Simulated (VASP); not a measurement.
Input of a VASP 6.6.1 run:

File INCAR:

```
SYSTEM = B3P
PREC = Accurate ; ENCUT = 500
EDIFF = 1E-7 ; ISMEAR = 0
SIGMA = 0.1 ; LREAL = .False.
LASPH = .True. ; NELM = 120
ALGO = Normal ; ISIF = 3
LWAVE = .False. ; LCHARG = .False.
GGA = PE ; IBRION = 2
NSW = 100 ; EDIFFG = -0.01
GGA_COMPAT = .False. ; NELMIN = 4
```

File KPOINTS:

```
regular mesh
0
Gamma
  18 18 10
  0 0 0
```

Contents of POSCAR:

```
B3P
1.0
    2.8862160733      0.0000000000      0.0000000000
   -1.4431080367      2.4995364403      0.0000000000
    0.0000000000      0.0000000000      4.7668560225
B P
3 1
Direct
    0.0000000000      0.0000000000      0.5000000000
    0.6666666667      0.3333333333      0.3320543564
    0.6666666667      0.3333333333      0.6679456436
    0.0000000000      0.0000000000      0.0000000000
```

Potentials or basis: VASP PAW PBE potentials, release 64 (B, P).

Launch:

```sh
$ cat potpaw_PBE.64/B/POTCAR potpaw_PBE.64/P/POTCAR > POTCAR
$ mpirun -np 1 vasp_std > vasp.out
```

**Question.** What does it give for the relaxed volume?

**Answer.** 8.70 Å³/atom.

**Question.** Predict the space group after relaxing (to 0.05 Å).

**Answer.** P-6m2 (No. 187).

**Question.** Estimate the band gap on the k mesh.

**Answer.** Zero (band 7 reaches 12.66 eV, above the bottom of band 8 at 5.71 eV).

Stress tensor (GPa, compression positive):
```
 0.09  0.00  0.00
 0.00  0.09  0.00
 0.00  0.00 -0.05
```
